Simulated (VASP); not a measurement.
A run of VASP 6.6.1:

File POSCAR:

```
Bi
1.0
    4.6584121839      0.0000000000      0.0000000000
    0.0000000000      4.5263885800      0.0000000000
   -0.3459734563      0.0000000000      6.5119480672
Bi
4
Direct
    0.7501123100      0.7500000000      0.7511196700
    0.2498876900      0.2500000000      0.2488803300
    0.7486250800      0.7500000000      0.2512666200
    0.2513749200      0.2500000000      0.7487333800
```

The input INCAR.step1:

```
PREC = Accurate
ENCUT = 550
ISMEAR = 0
SIGMA = 0.1
LREAL = False
LASPH = True
NELM = 120
NBANDS = 38
GGA = PE
ALGO = Normal
EDIFF = 1E-5
LWAVE = True
LCHARG = False
GGA_COMPAT = False
```

The input INCAR.step2:

```
PREC = Accurate
ENCUT = 550
EDIFF = 1E-6
ISMEAR = 0
SIGMA = 0.1
LREAL = False
LASPH = True
NELM = 120
ALGO = Normal
ISIF = 2
LWAVE = False
LCHARG = False
METAGGA = R2SCAN
LMIXTAU = True
NBANDS = 38
ISTART = 1
GGA_COMPAT = False
```

The input KPOINTS:

```
Automatic mesh
0
Gamma
  4 4 4
```

Potentials or basis: VASP PAW PBE potentials, release 64 (Bi_d).

Launch:

```sh
$ cat potpaw_PBE.64/Bi_d/POTCAR > POTCAR
$ cp INCAR.step1 INCAR
$ mpirun -np 1 vasp_std > vasp.out
$ cp INCAR.step2 INCAR
$ mpirun -np 1 vasp_std > vasp.out
```

Hardware: 1 thread of Oxide Virtual Turin-like Processor, on a shared host.

How long does it take, and how much memory?

It took 8.1 min on 1 thread of Oxide Virtual Turin-like Processor, with other jobs on the host, peak memory 0.28 GiB. Counts: k points 30.
